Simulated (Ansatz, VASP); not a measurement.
**Two plane-wave programs on NaI**

The input INCAR:

```
PREC = Accurate ; ENCUT = 520
EDIFF = 1E-6 ; ISMEAR = 0
SIGMA = 0.05 ; LREAL = F
LASPH = T ; NELM = 100
ALGO = Normal ; ISIF = 2
LWAVE = F ; LCHARG = F
GGA = PS ; NBANDS = 22
```

The input KPOINTS:

```
Automatic mesh
0
Gamma
  8 8 8
```

File POSCAR:

```
NaI
1.0
   -2.2145135000      2.2145135000      8.3637720000
    2.2145135000     -2.2145135000      8.3637720000
    2.2145135000      2.2145135000     -8.3637720000
Na I
2 2
Direct
    0.2500000000      0.7500000000      0.5000000000
    0.5000000000      0.5000000000      0.0000000000
    0.7500000000      0.2500000000      0.5000000000
    0.0000000000      0.0000000000      0.0000000000
```

Input for Ansatz:

```yaml
crystal:
  lattice:
    - [-2.2145135, 2.2145135, 8.363772]
    - [2.2145135, -2.2145135, 8.363772]
    - [2.2145135, 2.2145135, -8.363772]
  atoms:
    - { symbol: Na, position: [0.25, 0.75, 0.5] }
    - { symbol: Na, position: [0.5, 0.5, 0.0] }
    - { symbol: I, position: [0.75, 0.25, 0.5] }
    - { symbol: I, position: [0.0, 0.0, 0.0] }
basis:
  ecutwfc: 420
kpoints:
  mp_grid: { grid: [8, 8, 8] }
hamiltonian:
  xc: pbesol
scf:
  occupations: { method: gaussian, width: 0.05 }
output:
  forces: true
  stress: true
  eigenvalues: true
```

Alike in both runs: task single point; functional PBEsol; k mesh 8 × 8 × 8; occupations gaussian, width 0.05 eV; no spin polarisation.

|  | VASP | Ansatz |
| --- | --- | --- |
| version | VASP 6.6.1 | Ansatz 0.2.0 |
| potentials or method | VASP PAW PBE potentials, release 64 (Na_pv, I), cutoff 520 eV | scalar-relativistic, plane waves, PAW |
| valence electrons in the cell | 28 | 52 |

Ansatz gave:

| Property | Result |
| --- | --- |
| gap on the k mesh at the Fermi level (eV) | 3.00 |
| least direct gap on the mesh (eV) | 3.04 |
| pressure (GPa) | -0.5 |
| traceless stress, the component that is largest in VASP (GPa) | 0.22 |

Question: What did VASP give for the same quantities?

Answer: gap on the k mesh at the Fermi level (eV): 3.00; least direct gap on the mesh (eV): 3.04; pressure (GPa): -0.5; traceless stress, the component that is largest in VASP (GPa): 0.20.

VASP's potentials were made for PBE, not for PBEsol. VASP's potentials hold 28 valence electrons a cell and Ansatz's 52, so a difference there can come from the potentials and not from the codes.

Neither program's run includes spin-orbit coupling.
